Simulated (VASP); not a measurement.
# SrTiO3 (Pm-3m) in VASP: single point with PBEsol

Aim: the single point of SrTiO3 with PBEsol.

All numbers are computed with VASP 6.6.1; they aren't measurements. Logs are shortened: lines on timing, memory, paths and dates and some standing lists are left out, and cuts for length are marked.

## 1. The cell of the first run

It takes space group Pm-3m (No. 221, cubic). The conventional cell has a = 3.891 Å, b = 3.891 Å, c = 3.891 Å, α = 90.00°, β = 90.00°, γ = 90.00°. Sr (site symmetry m-3m) has 12 O at 2.75 Å and 8 Ti at 3.37 Å within 3.6 Å. Ti (site symmetry m-3m) has 6 O at 1.95 Å within 2.6 Å. O (site symmetry 4/mmm) has 2 Ti at 1.95 Å within 2.6 Å.

## 2. Single point, PBEsol

INCAR

```
ALGO     = Normal         # electronic algorithm
EDIFF    = 1E-6           # SCF threshold, eV
ENCUT    = 600            # plane-wave cutoff, eV
GGA      = PS             # functional
GGA_COMPAT= F            
ISIF     = 2              # what is computed and relaxed
ISMEAR   = 0              # smearing method
LASPH    = T              # aspherical terms in the spheres
LCHARG   = F              # write CHGCAR
LREAL    = F              # projectors in reciprocal space
LWAVE    = F              # write WAVECAR
NBANDS   = 28             # bands
NELM     = 120            # most SCF steps
PREC     = Accurate       # precision mode
SIGMA    = 0.02           # smearing width, eV
```

KPOINTS

```
k-points
0
Gamma
  4 4 4
```

POSCAR

```
SrTiO3
1.0
    3.8914188374      0.0000000000      0.0000000000
    0.0000000000      3.8914188374      0.0000000000
    0.0000000000      0.0000000000      3.8914188374
Sr Ti O
1 1 3
Direct
    0.0000000000      0.0000000000      0.0000000000
    0.5000000000      0.5000000000      0.5000000000
    0.5000000000      0.0000000000      0.5000000000
    0.5000000000      0.5000000000      0.0000000000
    0.0000000000      0.5000000000      0.5000000000
```

Potentials or basis: VASP PAW PBE potentials, release 64 (Sr_sv, Ti_sv, O).

Launch:

```
$ cat potpaw_PBE.64/Sr_sv/POTCAR potpaw_PBE.64/Ti_sv/POTCAR potpaw_PBE.64/O/POTCAR > POTCAR
$ mpirun -np 1 vasp_std > vasp.out
```

OUTCAR:

```text
EDIFF = 1E-6
   ENCUT = 600
   GGA = PS
   ISIF = 2
   ISMEAR = 0
   LASPH = T
   LREAL = F
   NELM = 120
   PREC = Accurate

 ion  position               nearest neighbor table
   1  0.000  0.000  0.000-   3 2.75   4 2.75   5 2.75   3 2.75   5 2.75   4 2.75   5 2.75   5 2.75
                             3 2.75   4 2.75   3 2.75   4 2.75   2 3.37   2 3.37   2 3.37   2 3.37
   2  0.500  0.500  0.500-   3 1.95   4 1.95   5 1.95   4 1.95   3 1.95   5 1.95   1 3.37   1 3.37
                             1 3.37   1 3.37   1 3.37   1 3.37   1 3.37   1 3.37
   3  0.500  0.000  0.500-   2 1.95   2 1.95   1 2.75   1 2.75   1 2.75   1 2.75
   4  0.500  0.500  0.000-   2 1.95   2 1.95   1 2.75   1 2.75   1 2.75   1 2.75
   5  0.000  0.500  0.500-   2 1.95   2 1.95   1 2.75   1 2.75   1 2.75   1 2.75

  LATTYP: Found a simple cubic cell.
 ALAT       =     3.8914188374

  Lattice vectors:

 A1 = (   3.8914188374,   0.0000000000,   0.0000000000)
 A2 = (   0.0000000000,   3.8914188374,   0.0000000000)
 A3 = (   0.0000000000,   0.0000000000,   3.8914188374)

Analysis of symmetry for initial positions (statically):
=====================================================================
 Subroutine PRICEL returns:
 Original cell was already a primitive cell.

 Routine SETGRP: Setting up the symmetry group for a
 simple cubic supercell.

 Subroutine GETGRP returns: Found 48 space group operations
 (whereof 48 operations were pure point group operations)
 out of a pool of 48 trial point group operations.

The static configuration has the point symmetry O_h .

Analysis of symmetry for dynamics (positions and initial velocities):
=====================================================================
 Subroutine PRICEL returns:
 Original cell was already a primitive cell.

 Routine SETGRP: Setting up the symmetry group for a
 simple cubic supercell.

 Subroutine GETGRP returns: Found 48 space group operations
 (whereof 48 operations were pure point group operations)
 out of a pool of 48 trial point group operations.

The dynamic configuration has the point symmetry O_h .

 Subroutine INISYM returns: Found 48 space group operations
 (whereof 48 operations are pure point group operations),
 and found     1 'primitive' translations

----------------------------------------------------------------------------------------

                                     Primitive cell

  volume of cell :      58.9283

  direct lattice vectors                    reciprocal lattice vectors
     3.891418837  0.000000000  0.000000000     0.256975680  0.000000000  0.000000000
     0.000000000  3.891418837  0.000000000     0.000000000  0.256975680  0.000000000
     0.000000000  0.000000000  3.891418837     0.000000000  0.000000000  0.256975680

  length of vectors
     3.891418837  3.891418837  3.891418837     0.256975680  0.256975680  0.256975680

  position of ions in fractional coordinates (direct lattice)
     0.000000000  0.000000000  0.000000000
     0.500000000  0.500000000  0.500000000
     0.500000000  0.000000000  0.500000000
     0.500000000  0.500000000  0.000000000
     0.000000000  0.500000000  0.500000000

  ion indices of the primitive-cell ions
   primitive index   ion index
                 1           1
                 2           2
                 3           3
                 4           4
                 5           5

----------------------------------------------------------------------------------------

 KPOINTS: k-points

Automatic generation of k-mesh.
 Grid dimensions read from file:
 generate k-points for:    4    4    4

 Generating k-lattice:

  Cartesian coordinates                     Fractional coordinates (reciprocal lattice)
     0.064243920  0.000000000  0.000000000     0.250000000  0.000000000  0.000000000
     0.000000000  0.064243920  0.000000000     0.000000000  0.250000000  0.000000000
     0.000000000  0.000000000  0.064243920     0.000000000  0.000000000  0.250000000

  Length of vectors
     0.064243920  0.064243920  0.064243920

  Shift w.r.t. Gamma in fractional coordinates (k-lattice)
     0.000000000  0.000000000  0.000000000

 Subroutine IBZKPT returns following result:
 ===========================================

 Found     10 irreducible k-points:

 Following reciprocal coordinates:
            Coordinates               Weight
  0.000000  0.000000  0.000000      1.000000
  0.250000  0.000000  0.000000      6.000000
  0.500000  0.000000  0.000000      3.000000
  0.250000  0.250000  0.000000     12.000000
  0.500000  0.250000  0.000000     12.000000
  0.500000  0.500000  0.000000      3.000000
  0.250000  0.250000  0.250000      8.000000
  0.500000  0.250000  0.250000     12.000000
  0.500000  0.500000  0.250000      6.000000
  0.500000  0.500000  0.500000      1.000000
   k-points           NKPTS =     10   k-points in BZ     NKDIM =     10   number of bands    NBANDS=     28
   number of dos      NEDOS =    301   number of ions     NIONS =      5
   total plane-waves  NPLWV =  32768
   dimension x,y,z NGX =    32 NGY =   32 NGZ =   32
   dimension x,y,z NGXF=    64 NGYF=   64 NGZF=   64
   ions per type =               1   1   3
   NGX,Y,Z   is equivalent  to a cutoff of  13.67, 13.67, 13.67 a.u.
   NGXF,Y,Z  is equivalent  to a cutoff of  27.34, 27.34, 27.34 a.u.
 SYSTEM =  unknown system
   PREC   = accura    normal or accurate (medium, high low for compatibility)
   ISTART =      0    job   : 0-new  1-cont  2-samecut
   ICHARG =      2    charge: 1-file 2-atom 10-const
   ISPIN  =      1    spin polarized calculation?
   LNONCOLLINEAR =      F non collinear calculations
   LSORBIT =      F    spin-orbit coupling
   LASPH  =      T    aspherical Exc in radial PAW
   ENCUT  =  600.0 eV  44.10 Ry    6.64 a.u.   7.77  7.77  7.77*2*pi/ulx,y,z
   NELM   =    120;   NELMIN=  2; NELMDL= -5     # of ELM steps
   EDIFF  = 0.1E-05   stopping-criterion for ELM
   LREAL  =      F    real-space projection
   EDIFFG = 0.1E-04   stopping-criterion for IOM
   NSW    =      0    number of steps for IOM
   IBRION =     -1    ionic relax: 0-MD 1-quasi-New 2-CG
   NFREE  =      0    steps in history (QN), initial steepest desc. (CG)
   ISIF   =      2    stress and relaxation
   ISYM   =      2    0-nonsym 1-usesym 2-fastsym
   POTIM  = 0.5000    time-step for ionic-motion
   TEBEG  =    0.0;   TEEND  =   0.0 temperature during run
   PSTRESS=    0.0 pullay stress
   NELECT =      40.0000    total number of electrons
   NUPDOWN=      -1.0000    fix difference up-down
   EMIN   =  10.00;   EMAX   =-10.00  energy-range for DOS
   EFERMI =   0.00;   METHOD = LEGACY
   ISMEAR =     0;   SIGMA  =   0.02  broadening in eV -4-tet -1-fermi 0-gaus
   EFERMI_NEDOS =   21; number of points for ismear=-14 and -15
   IALGO  =     38    algorithm
   IMIX   =      4    mixing-type and parameters
     AMIX     =   0.40;   BMIX     =  1.00
     AMIX_MAG =   1.60;   BMIX_MAG =  1.00
  volume/ion in A,a.u.               =      11.79        79.53
  Fermi-wavevector in a.u.,A,eV,Ry     =   1.438755  2.718853 28.164278  2.070016
  Thomas-Fermi vector in A             =   2.557687
   LORBIT       =      0    0 simple, 1 ext, 2 COOP (PROOUT), +10 PAW based schemes
   GGA     = PS    functional components
   LHFCALC =     F    Hartree Fock is set to
   AEXX    =    0.0000 exact exchange contribution
   IVDW    =     0    specifies the selected vdW correction
   LEPSILON=     F    determine dielectric tensor
   LRPA    =     F    only Hartree local field effects (RPA)
 non-spin polarized calculation
 Gauss-broadening in eV      SIGMA  =   0.02
  energy-cutoff  :      600.00
  volume of cell :       58.93
 maximum number of plane-waves:      1986
 NGX is ok and might be reduce to    32
   NGX = 15   NGY = 15   NGZ = 15

 number of electron      39.9999983 magnetization

 Free energy of the ion-electron system (eV)
  ---------------------------------------------------
  ext. energy  EPLUGINS =         0.00000000
  ---------------------------------------------------
  free energy    TOTEN  =       -42.00312012 eV

  energy without entropy =      -42.00312012  energy(sigma->0) =      -42.00312012

 E-fermi :   4.2863     XC(G=0): -11.5954

 val. band max:        4.1155525808   @ k =   0.5000   0.5000   0.5000
 cond. band min:       5.9157625918   @ k =   0.0000   0.0000   0.0000
 fundamental gap:      1.8002100110
 Fermi energy:         4.2862886003

 k-point     1 :       0.0000    0.0000    0.0000
  band No.  band energies     occupation
      1     -52.0692      2.00000
      2     -28.5010      2.00000
      3     -28.4373      2.00000
      4     -28.4373      2.00000
      5     -28.4373      2.00000
      6     -13.2835      2.00000
[... 20 lines left out ...]
     27       9.4014      0.00000
     28      10.2251      0.00000

 k-point     2 :       0.2500    0.0000    0.0000
  band No.  band energies     occupation
      1     -52.0684      2.00000
      2     -28.5687      2.00000
      3     -28.4357      2.00000
      4     -28.4357      2.00000
      5     -28.3948      2.00000
      6     -13.3589      2.00000
[... 20 lines left out ...]
     27      10.3784      0.00000
     28      11.6351      0.00000

 k-point     3 :       0.5000    0.0000    0.0000
  band No.  band energies     occupation
      1     -52.0675      2.00000
      2     -28.6177      2.00000
      3     -28.4341      2.00000
      4     -28.4341      2.00000
      5     -28.3704      2.00000
      6     -13.5204      2.00000
[... 20 lines left out ...]
     27      11.4949      0.00000
     28      12.1130      0.00000

 k-point     4 :       0.2500    0.2500    0.0000
  band No.  band energies     occupation
      1     -52.0675      2.00000
      2     -28.5620      2.00000
      3     -28.4745      2.00000
      4     -28.4342      2.00000
      5     -28.3883      2.00000
      6     -13.2073      2.00000
[... 144 lines left out ...]
     27      12.4295      0.00000
     28      12.4439      0.00000

 k-point     9 :       0.5000    0.5000    0.2500
  band No.  band energies     occupation
      1     -52.0651      2.00000
      2     -28.5094      2.00000
      3     -28.5094      2.00000
      4     -28.4695      2.00000
      5     -28.4443      2.00000
      6     -12.2692      2.00000
[... 20 lines left out ...]
     27      12.1612      0.00000
     28      12.9396      0.00000

 k-point    10 :       0.5000    0.5000    0.5000
  band No.  band energies     occupation
      1     -52.0642      2.00000
      2     -28.5074      2.00000
      3     -28.5074      2.00000
      4     -28.5074      2.00000
      5     -28.4343      2.00000
      6     -11.8851      2.00000
[... 20 lines left out ...]
     27      12.6450      0.00000
     28      12.6450      0.00000

------------------------ aborting loop because EDIFF is reached ----------------------------------------

  FORCE on cell =-STRESS in cart. coord.  units (eV):
  Direction    XX          YY          ZZ          XY          YZ          ZX
  --------------------------------------------------------------------------------------
  -------------------------------------------------------------------------------------
  Total        0.1904981      0.1904981      0.1904981      0.0000000      0.0000000     -0.0000000
  in kB        5.1793732      5.1793732      5.1793732      0.0000000      0.0000000     -0.0000000
  external PRESSURE =       5.1793732 kB  Pullay stress =       0.0000000 kB

 VOLUME and BASIS-vectors are now :
 -----------------------------------------------------------------------------
  energy-cutoff  :      600.00
  volume of cell :       58.93
      direct lattice vectors                 reciprocal lattice vectors
     3.891418837  0.000000000  0.000000000     0.256975680  0.000000000  0.000000000
     0.000000000  3.891418837  0.000000000     0.000000000  0.256975680  0.000000000
     0.000000000  0.000000000  3.891418837     0.000000000  0.000000000  0.256975680

 POSITION                                       TOTAL-FORCE (eV/Angst)
 -----------------------------------------------------------------------------------
      0.00000      0.00000      0.00000         0.000000      0.000000      0.000000
      1.94571      1.94571      1.94571         0.000000      0.000000      0.000000
      1.94571      0.00000      1.94571         0.000000      0.000000      0.000000
      1.94571      1.94571      0.00000         0.000000      0.000000      0.000000
      0.00000      1.94571      1.94571         0.000000      0.000000      0.000000
 -----------------------------------------------------------------------------------
    total drift:                                0.000000     -0.000000     -0.000000

  FREE ENERGIE OF THE ION-ELECTRON SYSTEM (eV)
  ---------------------------------------------------
  free  energy   TOTEN  =       -42.0031201170 eV

  energy  without entropy=      -42.0031201170  energy(sigma->0) =      -42.00312012
```

It took 12 s on 1 thread of Intel Xeon 6975P-C (Granite Rapids), shared host; peak memory 0.18 GiB.

Results:

```
Free energy            : -42.0031 eV
Pressure               : 0.5 GPa
Band gap on the k mesh : 1.80 eV (least direct gap 2.15 eV)
```

Levels at points of the mesh, in eV from the valence-band top:
| k point | band 17 | band 18 | band 19 | band 20 | band 21 | band 22 | band 23 | band 24 |
| --- | --- | --- | --- | --- | --- | --- | --- | --- |
| (0.00, 0.00, 0.00) | -1.20 | -0.35 | -0.35 | -0.35 | 1.80 | 1.80 | 1.80 | 4.39 |
| (0.50, 0.00, 0.00) | -2.42 | -2.07 | -0.74 | -0.74 | 1.98 | 3.81 | 3.81 | 4.41 |
| (0.50, 0.50, 0.00) | -1.74 | -1.60 | -1.60 | -0.10 | 3.82 | 3.82 | 4.27 | 5.39 |
| (0.50, 0.50, 0.50) | -3.82 | 0.00 | 0.00 | 0.00 | 4.51 | 4.51 | 4.51 | 6.90 |

Caveat: the PAW data sets were made with another functional, which shifts forces and pressure a little. A k mesh can miss the band edges.
